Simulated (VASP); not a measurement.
A run of VASP 6.6.1 is set up as follows.

The input POSCAR:

```
W
1.0
    0.0000000000      2.0085763247      2.0085763247
    2.0085763247      0.0000000000      2.0085763247
    2.0085763247      2.0085763247      0.0000000000
W
1
Direct
    0.0000000000      0.0000000000      0.0000000000
```

The input INCAR.step1:

```
SYSTEM = W
PREC     = Accurate       ! precision mode
ENCUT    = 520            ! plane-wave cutoff, eV
ISMEAR   = 0              ! smearing method
SIGMA    = 0.1            ! smearing width, eV
LREAL    = .FALSE.        ! projectors in reciprocal space
LASPH    = .TRUE.         ! aspherical terms in the spheres
NELM     = 60             ! most SCF steps
NBANDS   = 13             ! bands
GGA      = PE             ! functional
ALGO     = Normal         ! electronic algorithm
EDIFF    = 1E-4           ! SCF threshold, eV
LWAVE    = .TRUE.         ! write WAVECAR
LCHARG   = .FALSE.        ! write CHGCAR
```

The input INCAR.step2:

```
SYSTEM = W
PREC     = Accurate       ! precision mode
ENCUT    = 520            ! plane-wave cutoff, eV
EDIFF    = 1E-6           ! SCF threshold, eV
ISMEAR   = 0              ! smearing method
SIGMA    = 0.1            ! smearing width, eV
LREAL    = .FALSE.        ! projectors in reciprocal space
LASPH    = .TRUE.         ! aspherical terms in the spheres
NELM     = 60             ! most SCF steps
ALGO     = Normal         ! electronic algorithm
ISIF     = 2              ! what is computed and relaxed
LWAVE    = .FALSE.        ! write WAVECAR
LCHARG   = .FALSE.        ! write CHGCAR
METAGGA  = R2SCAN         ! meta-GGA
LMIXTAU  = .TRUE.       
NBANDS   = 13             ! bands
ISTART   = 1
```

Contents of KPOINTS:

```
regular mesh
0
G
  18 18 18
  0 0 0
```

Potentials or basis: VASP PAW PBE potentials, release 64 (W_sv).

Command:

```console
$ cat potpaw_PBE.64/W_sv/POTCAR > POTCAR
$ cp INCAR.step1 INCAR
$ mpirun -np 1 vasp_std > vasp.out
$ cp INCAR.step2 INCAR
$ mpirun -np 1 vasp_std > vasp.out
```

Q: What does it give for the pressure?

A: 1.1 GPa.

Q: Predict the band gap on the k mesh.

A: Zero (band 7 reaches 13.60 eV, above the bottom of band 8 at 9.91 eV).

Caveat: the PAW data sets were made with another functional, which shifts forces and pressure a little; spin-orbit coupling is left out, which moves the levels of the heavy elements.
